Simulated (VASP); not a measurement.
# Si3P in VASP: a series of runs

Runs on Si3P. Level: PBE. Tasks: relaxation of cell and atoms, single point.

Program: VASP 6.6.1. These are calculated values, not measurements. Logs are shortened: lines on timing, memory, paths and dates and some standing lists are left out, and cuts for length are marked.

### Step 1. The cell of the first run

It takes space group P4/mmm (No. 123, tetragonal). The conventional cell has a = 3.910 Å, b = 3.910 Å, c = 3.870 Å, α = 90.00°, β = 90.00°, γ = 90.00°. Si (site symmetry mmm) has 8 Si at 2.75 to 2.77 Å and 4 P at 2.75 Å within 3.6 Å. Si (site symmetry 4/mmm) has 8 Si at 2.75 Å and 4 P at 2.77 Å within 3.6 Å. Within 3.6 Å of P (site symmetry 4/mmm) lie 12 Si at 2.75 to 2.77 Å.

### Step 2. Relaxation of cell and atoms, PBE

File INCAR:

```
SYSTEM = Si3P
PREC     = Accurate       ! precision mode
ENCUT    = 600            ! plane-wave cutoff, eV
EDIFF    = 1E-6           ! SCF threshold, eV
ISMEAR   = 0              ! smearing method
SIGMA    = 0.1            ! smearing width, eV
LREAL    = .FALSE.        ! projectors in reciprocal space
LASPH    = .TRUE.         ! aspherical terms in the spheres
NELM     = 80             ! most SCF steps
ALGO     = Normal         ! electronic algorithm
ISIF     = 3              ! what is computed and relaxed
LWAVE    = .FALSE.        ! write WAVECAR
LCHARG   = .FALSE.        ! write CHGCAR
GGA      = PE             ! functional
IBRION   = 2              ! ionic algorithm
NSW      = 100            ! ionic steps
EDIFFG   = -0.01          ! ionic threshold
```

File KPOINTS:

```
regular mesh
0
G
  12 12 12
  0 0 0
```

File POSCAR:

```
Si3P
1.0
    3.9103676084      0.0000000000      0.0000000000
    0.0000000000      3.9103676084      0.0000000000
    0.0000000000      0.0000000000      3.8701744871
Si P
3 1
Direct
    0.0000000000      0.5000000000      0.5000000000
    0.5000000000      0.0000000000      0.5000000000
    0.5000000000      0.5000000000      0.0000000000
    0.0000000000      0.0000000000      0.0000000000
```

Potentials or basis: VASP PAW PBE potentials, release 64 (Si, P).

Run with:

```sh
$ cat potpaw_PBE.64/Si/POTCAR potpaw_PBE.64/P/POTCAR > POTCAR
$ mpirun -np 1 vasp_std > vasp.out
```

OUTCAR:

```text
SYSTEM = Si3P
   PREC = Accurate
   ENCUT = 600
   EDIFF = 1E-6
   ISMEAR = 0
   LREAL = .FALSE.
   LASPH = .TRUE.
   NELM = 80
   ISIF = 3
   GGA = PE
   IBRION = 2
   NSW = 100
   EDIFFG = -0.01

 ion  position               nearest neighbor table
   1  0.000  0.500  0.500-   3 2.75   4 2.75   3 2.75   4 2.75   4 2.75   4 2.75   3 2.75   3 2.75
                             2 2.77   2 2.77   2 2.77   2 2.77
   2  0.500  0.000  0.500-   3 2.75   4 2.75   3 2.75   4 2.75   3 2.75   3 2.75   4 2.75   4 2.75
                             1 2.77   1 2.77   1 2.77   1 2.77
   3  0.500  0.500  0.000-   1 2.75   2 2.75   1 2.75   2 2.75   2 2.75   2 2.75   1 2.75   1 2.75
                             4 2.77   4 2.77   4 2.77   4 2.77
   4  0.000  0.000  0.000-   1 2.75   2 2.75   1 2.75   2 2.75   1 2.75   1 2.75   2 2.75   2 2.75
                             3 2.77   3 2.77   3 2.77   3 2.77

  LATTYP: Found a simple tetragonal cell.
 ALAT       =     3.9103676084
 C/A-ratio  =     0.9897213957

  Lattice vectors:

 A1 = (   3.9103676084,   0.0000000000,   0.0000000000)
 A2 = (   0.0000000000,   3.9103676084,   0.0000000000)
 A3 = (   0.0000000000,   0.0000000000,   3.8701744871)

Analysis of symmetry for initial positions (statically):
=====================================================================
 Subroutine PRICEL returns:
 Original cell was already a primitive cell.

 Routine SETGRP: Setting up the symmetry group for a
 simple tetragonal supercell.

 Subroutine GETGRP returns: Found 16 space group operations
 (whereof 16 operations were pure point group operations)
 out of a pool of 16 trial point group operations.

The static configuration has the point symmetry D_4h.

Analysis of symmetry for dynamics (positions and initial velocities):
=====================================================================
 Subroutine PRICEL returns:
 Original cell was already a primitive cell.

 Routine SETGRP: Setting up the symmetry group for a
 simple tetragonal supercell.

 Subroutine GETGRP returns: Found 16 space group operations
 (whereof 16 operations were pure point group operations)
 out of a pool of 16 trial point group operations.

The dynamic configuration has the point symmetry D_4h.

 Subroutine INISYM returns: Found 16 space group operations
 (whereof 16 operations are pure point group operations),
 and found     1 'primitive' translations

----------------------------------------------------------------------------------------

                                     Primitive cell

  volume of cell :      59.1787

  direct lattice vectors                    reciprocal lattice vectors
     3.910367608  0.000000000  0.000000000     0.255730433  0.000000000  0.000000000
     0.000000000  3.910367608  0.000000000     0.000000000  0.255730433  0.000000000
     0.000000000  0.000000000  3.870174487     0.000000000  0.000000000  0.258386283

  length of vectors
     3.910367608  3.910367608  3.870174487     0.255730433  0.255730433  0.258386283

  position of ions in fractional coordinates (direct lattice)
     0.000000000  0.500000000  0.500000000
     0.500000000  0.000000000  0.500000000
     0.500000000  0.500000000  0.000000000
     0.000000000  0.000000000  0.000000000

  ion indices of the primitive-cell ions
   primitive index   ion index
                 1           1
                 2           2
                 3           3
                 4           4

----------------------------------------------------------------------------------------

 KPOINTS: regular mesh

Automatic generation of k-mesh.
 Grid dimensions read from file:
 generate k-points for:   12   12   12

 Generating k-lattice:

  Cartesian coordinates                     Fractional coordinates (reciprocal lattice)
[... 105 lines left out ...]
  ---------------------------------------------------
  ext. energy  EPLUGINS =         0.00000000
  ---------------------------------------------------
  free energy    TOTEN  =       -19.28570230 eV

  energy without entropy =      -19.27578167  energy(sigma->0) =      -19.28074198

 E-fermi :   9.8756     XC(G=0): -11.1759

 val. band max:        9.8722961781   @ k =   0.1667   0.1667   0.4167
 cond. band min:       9.8827048705   @ k =   0.5000   0.0000   0.4167
 fundamental gap:      0.0104086925
 Fermi energy:         9.8756130701

 k-point     1 :       0.0000    0.0000    0.0000
  band No.  band energies     occupation
      1      -5.0831      2.00000
      2       2.8905      2.00000
      3       4.0926      2.00000
      4       4.0926      2.00000
      5       4.2243      2.00000
      6       5.2687      2.00000
      7       5.4368      2.00000
      8      11.5422      0.00000
      9      11.5422      0.00000
     10      11.5704      0.00000
     11      13.0103      0.00000
     12      13.0190      0.00000
[... 333 lines left out ...]
      1      -2.6877      2.00000
      2      -0.7348      2.00000
      3       0.8033      2.00000
      4       2.4636      2.00000
      5       6.5678      2.00000
      6       7.2804      2.00000
      7       8.3151      2.00000
      8       8.9029      2.00000
      9       9.8608      1.16609
     10      10.2009      0.00000
     11      11.3891      0.00000
     12      11.7165      0.00000

 [... further k-points ...]

------------------------ aborting loop because EDIFF is reached ----------------------------------------

  FORCE on cell =-STRESS in cart. coord.  units (eV):
  Direction    XX          YY          ZZ          XY          YZ          ZX
  --------------------------------------------------------------------------------------
  -------------------------------------------------------------------------------------
  Total       -0.2550793     -0.2550793     -0.2772525      0.0000000     -0.0000000      0.0000000
  in kB       -6.9058971     -6.9058971     -7.5062044      0.0000000     -0.0000000      0.0000000
  external PRESSURE =      -7.1059995 kB  Pullay stress =       0.0000000 kB

 VOLUME and BASIS-vectors are now :
 -----------------------------------------------------------------------------
  energy-cutoff  :      600.00
  volume of cell :       59.18
      direct lattice vectors                 reciprocal lattice vectors
     3.910367608  0.000000000  0.000000000     0.255730433  0.000000000  0.000000000
     0.000000000  3.910367608  0.000000000     0.000000000  0.255730433  0.000000000
     0.000000000  0.000000000  3.870174487     0.000000000  0.000000000  0.258386283

 POSITION                                       TOTAL-FORCE (eV/Angst)
 -----------------------------------------------------------------------------------
      0.00000      1.95518      1.93509         0.000000      0.000000      0.000000
      1.95518      0.00000      1.93509         0.000000      0.000000      0.000000
      1.95518      1.95518      0.00000         0.000000      0.000000      0.000000
      0.00000      0.00000      0.00000         0.000000      0.000000      0.000000
 -----------------------------------------------------------------------------------
    total drift:                               -0.000000     -0.000000     -0.000000

  FREE ENERGIE OF THE ION-ELECTRON SYSTEM (eV)
  ---------------------------------------------------
  free  energy   TOTEN  =       -19.2857022983 eV

  energy  without entropy=      -19.2757816665  energy(sigma->0) =      -19.28074198

--------------------------------------- Ionic step        2  -------------------------------------------

 number of electron      16.9999999 magnetization

 Free energy of the ion-electron system (eV)
  ---------------------------------------------------
  ext. energy  EPLUGINS =         0.00000000
  ---------------------------------------------------
  free energy    TOTEN  =       -19.28684503 eV

  energy without entropy =      -19.27706871  energy(sigma->0) =      -19.28195687

 E-fermi :  10.0010     XC(G=0): -11.2152

 val. band max:       10.0006630209   @ k =   0.1667   0.0833   0.4167
 cond. band min:      10.0033074007   @ k =   0.1667   0.1667   0.4167
 fundamental gap:      0.0026443798
 Fermi energy:        10.0010263672

 k-point     1 :       0.0000    0.0000    0.0000
  band No.  band energies     occupation
      1      -5.0459      2.00000
      2       3.0178      2.00000
      3       4.1663      2.00000
      4       4.1663      2.00000
      5       4.3030      2.00000
      6       5.3894      2.00000
      7       5.5632      2.00000
      8      11.6868      0.00000
      9      11.6868      0.00000
     10      11.7167      0.00000
     11      13.1643      0.00000
     12      13.1726      0.00000
[... 333 lines left out ...]
      1      -2.6298      2.00000
      2      -0.6703      2.00000
      3       0.8763      2.00000
      4       2.5485      2.00000
      5       6.6608      2.00000
      6       7.4100      2.00000
      7       8.4199      2.00000
      8       9.0485      2.00000
      9       9.9744      1.29398
     10      10.3554      0.00000
     11      11.5131      0.00000
     12      11.8797      0.00000

 [... further k-points ...]

------------------------ aborting loop because EDIFF is reached ----------------------------------------

  FORCE on cell =-STRESS in cart. coord.  units (eV):
  Direction    XX          YY          ZZ          XY          YZ          ZX
  --------------------------------------------------------------------------------------
  -------------------------------------------------------------------------------------
  Total        0.0320925      0.0320925      0.0111550      0.0000000      0.0000000      0.0000000
  in kB        0.8771603      0.8771603      0.3048927      0.0000000      0.0000000      0.0000000
  external PRESSURE =       0.6864044 kB  Pullay stress =       0.0000000 kB

 VOLUME and BASIS-vectors are now :
 -----------------------------------------------------------------------------
  energy-cutoff  :      600.00
  volume of cell :       58.62
      direct lattice vectors                 reciprocal lattice vectors
     3.898337653  0.000000000  0.000000000     0.256519596  0.000000000  0.000000000
     0.000000000  3.898337653  0.000000000     0.000000000  0.256519596  0.000000000
     0.000000000 -0.000000000  3.857233206     0.000000000 -0.000000000  0.259253187

 POSITION                                       TOTAL-FORCE (eV/Angst)
 -----------------------------------------------------------------------------------
      0.00000      1.94917      1.92862         0.000000      0.000000      0.000000
      1.94917     -0.00000      1.92862         0.000000     -0.000000      0.000000
      1.94917      1.94917      0.00000         0.000000      0.000000      0.000000
      0.00000      0.00000      0.00000         0.000000     -0.000000      0.000000
 -----------------------------------------------------------------------------------
    total drift:                               -0.000000     -0.000000     -0.000000

  FREE ENERGIE OF THE ION-ELECTRON SYSTEM (eV)
  ---------------------------------------------------
  free  energy   TOTEN  =       -19.2868450268 eV

  energy  without entropy=      -19.2770687072  energy(sigma->0) =      -19.28195687

 reached required accuracy - stopping structural energy minimisation
```

Wall time 92 s (1 thread of Intel Xeon Platinum 8259CL at 2.50GHz (Skylake/Cascade Lake), shared host); peak memory 0.29 GiB.

What came out:

```
Free energy                           : -19.2868 eV
Relaxed volume                        : 14.65 Å³/atom
Relaxed cell                          : a = 3.898 Å, b = 3.898 Å, c = 3.857 Å, α = 90.00°, β = 90.00°, γ = 90.00°
Space group after relaxing (to 0.1 Å) : Pm-3m (No. 221)
Energy gained by relaxing             : 0.3 meV/atom
Ionic steps                           : 2
Pressure after relaxing               : 0.1 GPa
```

The path:
```csv
step,energy change (eV),largest force (eV/Å),pressure (GPa),volume (Å³)
1,0.0000,0.0000,-0.71,59.18
2,-0.0011,0.0000,0.07,58.62
```

Final structure:
```cif
data_structure
_symmetry_space_group_name_H-M 'P 1'
_symmetry_Int_Tables_number 1
_cell_length_a 3.8983
_cell_length_b 3.8983
_cell_length_c 3.8572
_cell_angle_alpha 90.000
_cell_angle_beta 90.000
_cell_angle_gamma 90.000
_cell_volume 58.62
loop_
_atom_site_label
_atom_site_type_symbol
_atom_site_fract_x
_atom_site_fract_y
_atom_site_fract_z
_atom_site_occupancy
Si1 Si 0.00000 0.50000 0.50000 1
Si2 Si 0.50000 0.00000 0.50000 1
Si3 Si 0.50000 0.50000 0.00000 1
P1 P 0.00000 0.00000 0.00000 1
```

Caveat: the highest band is partly filled, so the run has too few bands.

### Step 3. Single point, PBE

File INCAR:

```
PREC = Accurate ; ENCUT = 520
EDIFF = 1E-6 ; ISMEAR = 0
SIGMA = 0.1 ; LREAL = False
LASPH = True ; NELM = 60
ALGO = Normal ; ISIF = 2
LWAVE = False ; LCHARG = False
GGA = PE ; NBANDS = 16
```

File KPOINTS:

```
Automatic mesh
0
Gamma
  6 6 6
```

POSCAR is that of step 2.

Potentials or basis: VASP PAW PBE potentials, release 64 (Si, P).

Run with:

```sh
$ cat potpaw_PBE.64/Si/POTCAR potpaw_PBE.64/P/POTCAR > POTCAR
$ mpirun -np 1 vasp_std > vasp.out
```

Run time: 34 s. Hardware: 1 thread of Oxide Virtual Turin-like, shared host; peak memory 0.14 GiB.

The run converged. Its results:

* Free energy: -19.2913 eV
* Pressure: -1.1 GPa
* Band gap on the k mesh: zero (an odd number of electrons rules out a gap without spin polarisation)

Stress tensor (GPa, compression positive):
```
-1.98  0.00  0.00
 0.00 -1.98  0.00
 0.00  0.00  0.64
```

Levels at points of the mesh, in eV from the Fermi level:
```csv
k point,band 6,band 7,band 8,band 9,band 10,band 11
"(0.00, 0.00, 0.00)",-4.55,-4.38,1.70,1.70,1.73,3.20
"(0.50, 0.00, 0.00)",-3.02,-2.89,-2.80,-2.07,-1.35,3.99
"(0.50, 0.50, 0.00)",-1.37,-0.67,-0.67,-0.67,-0.47,-0.47
"(0.00, 0.00, 0.50)",-2.98,-2.98,-2.85,-2.16,-1.44,3.90
"(0.50, 0.00, 0.50)",-1.55,-0.76,-0.75,-0.75,-0.65,-0.65
"(0.50, 0.50, 0.50)",-7.26,-7.26,-6.78,5.76,5.76,5.94
```

(Continued in part 2 of 2.)

The gap in the log of VASP goes by the Fermi energy; the results here count the filled bands.